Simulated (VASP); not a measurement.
# Al3BP4 (I-42m) in VASP: a series of runs, part 2 of 2

VASP 6.6.1. The steps go on from the part before.

### Step 4. Single point, PBE

This run uses another cell than the first one, of the same volume but with other edges.

Input file INCAR:

```
ALGO     = Normal         # electronic algorithm
EDIFF    = 1E-6           # SCF threshold, eV
ENCUT    = 520            # plane-wave cutoff, eV
GGA      = PE             # functional
ISIF     = 2              # what is computed and relaxed
ISMEAR   = 0              # smearing method
LASPH    = T              # aspherical terms in the spheres
LCHARG   = F              # write CHGCAR
LREAL    = F              # projectors in reciprocal space
LWAVE    = F              # write WAVECAR
NBANDS   = 26             # bands
NELM     = 60             # most SCF steps
PREC     = Accurate       # precision mode
SIGMA    = 0.1            # smearing width, eV
```

Input file KPOINTS:

```
k-points
0
Gamma
  6 6 6
```

Input file POSCAR:

```
Al3BP4
1.0
   -2.6418923583      2.6418923583      5.2327980214
    2.6418923583     -2.6418923583      5.2327980214
    2.6418923583      2.6418923583     -5.2327980214
Al B P
3 1 4
Direct
    0.7500000000      0.2500000000      0.5000000000
    0.5000000000      0.5000000000      0.0000000000
    0.2500000000      0.7500000000      0.5000000000
    0.0000000000      0.0000000000      0.0000000000
    0.1049987454      0.1049987454      0.4376815439
    0.8950012546      0.3326827985      0.0000000000
    0.6673172015      0.6673172015      0.5623184561
    0.3326827985      0.8950012546      0.0000000000
```

Potentials or basis: VASP PAW PBE potentials, release 64 (Al, B, P).

Started as:

```console
$ cat potpaw_PBE.64/Al/POTCAR potpaw_PBE.64/B/POTCAR potpaw_PBE.64/P/POTCAR > POTCAR
$ mpirun -np 1 vasp_std > vasp.out
```

OUTCAR:

```text
EDIFF = 1E-6
   ENCUT = 520
   GGA = PE
   ISIF = 2
   ISMEAR = 0
   LASPH = T
   LREAL = F
   NELM = 60
   PREC = Accurate

 ion  position               nearest neighbor table
   1  0.750  0.250  0.500-   7 2.36   6 2.36   8 2.36   5 2.36
   2  0.500  0.500  0.000-   6 2.42   8 2.42   5 2.42   7 2.42
   3  0.250  0.750  0.500-   7 2.36   8 2.36   6 2.36   5 2.36
   4  0.000  0.000  0.000-   5 2.02   6 2.02   8 2.02   7 2.02
   5  0.105  0.105  0.438-   4 2.02   3 2.36   1 2.36   2 2.42
   6  0.895  0.333  0.000-   4 2.02   3 2.36   1 2.36   2 2.42
   7  0.667  0.667  0.562-   4 2.02   3 2.36   1 2.36   2 2.42
   8  0.333  0.895  0.000-   4 2.02   1 2.36   3 2.36   2 2.42

  LATTYP: Found a body centered tetragonal cell.
 ALAT       =     5.2837847166
 C/A-ratio  =     1.9807006917

  Lattice vectors:

 A1 = (  -2.6418923583,   2.6418923583,   5.2327980214)
 A2 = (   2.6418923583,  -2.6418923583,   5.2327980214)
 A3 = (   2.6418923583,   2.6418923583,  -5.2327980214)

Analysis of symmetry for initial positions (statically):
[... 183 lines left out ...]
  energy without entropy =      -43.15043806  energy(sigma->0) =      -43.15043806

 E-fermi :   5.6587     XC(G=0):  -9.5181

 val. band max:        5.2089732473   @ k =   0.0000   0.0000   0.0000
 cond. band min:       6.3373775760   @ k =   0.0000   0.0000   0.0000
 fundamental gap:      1.1284043287
 Fermi energy:         5.6586869718

 k-point     1 :       0.0000    0.0000    0.0000
  band No.  band energies     occupation
      1      -7.3544      2.00000
      2      -4.3886      2.00000
      3      -4.2705      2.00000
      4      -4.2705      2.00000
      5      -2.0596      2.00000
      6      -0.0063      2.00000
[... 685 lines left out ...]
     25      10.1074      0.00000
     26      10.8222      0.00000

 [... further k-points ...]
[... 5 lines left out ...]
  --------------------------------------------------------------------------------------
  -------------------------------------------------------------------------------------
  Total       -0.0920141     -0.0920141      0.0455771      0.0000000     -0.0000000      0.0000000
  in kB       -1.0091150     -1.0091150      0.4998419      0.0000000     -0.0000000      0.0000000
  external PRESSURE =      -0.5061294 kB  Pullay stress =       0.0000000 kB

 VOLUME and BASIS-vectors are now :
 -----------------------------------------------------------------------------
  energy-cutoff  :      520.00
  volume of cell :      146.09
      direct lattice vectors                 reciprocal lattice vectors
    -2.641892358  2.641892358  5.232798021     0.000000000  0.189258279  0.095551175
     2.641892358 -2.641892358  5.232798021     0.189258279  0.000000000  0.095551175
     2.641892358  2.641892358 -5.232798021     0.189258279  0.189258279  0.000000000

 POSITION                                       TOTAL-FORCE (eV/Angst)
 -----------------------------------------------------------------------------------
      0.00000      2.64189      2.61640        -0.000000      0.000000      0.000000
      0.00000      0.00000      5.23280        -0.000000      0.000000     -0.000000
      2.64189      0.00000      2.61640        -0.000000      0.000000     -0.000000
      0.00000      0.00000      0.00000        -0.000000      0.000000      0.000000
      1.15631      1.15631     -1.19142        -0.011181     -0.011181     -0.021389
     -1.48558      1.48558      6.42422        -0.011181      0.011181      0.021389
      1.48558      1.48558      4.04137         0.011181      0.011181     -0.021389
      1.48558     -1.48558      6.42422         0.011181     -0.011181      0.021389
 -----------------------------------------------------------------------------------
    total drift:                                0.000000      0.000000      0.000001

  FREE ENERGIE OF THE ION-ELECTRON SYSTEM (eV)
  ---------------------------------------------------
  free  energy   TOTEN  =       -43.1504380570 eV

  energy  without entropy=      -43.1504380570  energy(sigma->0) =      -43.15043806
```

Wall time 56 s (1 thread of Intel Xeon 6975P-C (Granite Rapids), shared host); peak memory 0.35 GiB.

Results:

```yaml
Free_energy: -43.1504 eV
Pressure: -0.1 GPa
Largest_force: 0.027 eV/Å
Band_gap_on_the_k_mesh: 1.13 eV
```

Forces in eV/Å, atoms in the order of the input:
```
Al   0.000  0.000  0.000
Al   0.000  0.000  0.000
Al   0.000  0.000  0.000
B    0.000  0.000  0.000
P   -0.011 -0.011 -0.021
P   -0.011  0.011  0.021
P    0.011  0.011 -0.021
P    0.011 -0.011  0.021
```

Stress tensor (GPa, compression positive):
```
-0.10  0.00  0.00
 0.00 -0.10  0.00
 0.00  0.00  0.05
```

A k mesh can miss the band edges.

### Step 5. The runs side by side

```tsv
cell	k mesh	gap on the mesh (eV)	pressure (GPa)	largest force (eV/Å)
a = 5.280, b = 5.280, c = 6.436 Å, angles 114.2, 114.2, 90.0°, 8 atoms, atomic positions A	4 × 4 × 4	1.14	-0.1	-
a = 6.278 Å, angles 131.8, 131.8, 70.5°, 8 atoms, atomic positions B	6 × 6 × 6	1.10	14.1	3.37
a = 6.430 Å, angles 131.5, 131.5, 71.1°, 8 atoms, atomic positions C	6 × 6 × 6	1.13	-0.1	0.03
```

Alike in all rows: task single point; level PBE; potentials or basis VASP PAW PBE potentials, release 64 (Al, B, P); no spin polarisation; cutoff (eV) 520; smearing gaussian 0.1 eV.

Caveats: the cell stands under pressure (at least some runs); forces of over 1 eV/Å act on the atoms, so gaps and moduli don't describe the material at rest (at least some runs).

Total energies depend on the potentials used, so only differences within one code and one set of settings carry meaning.
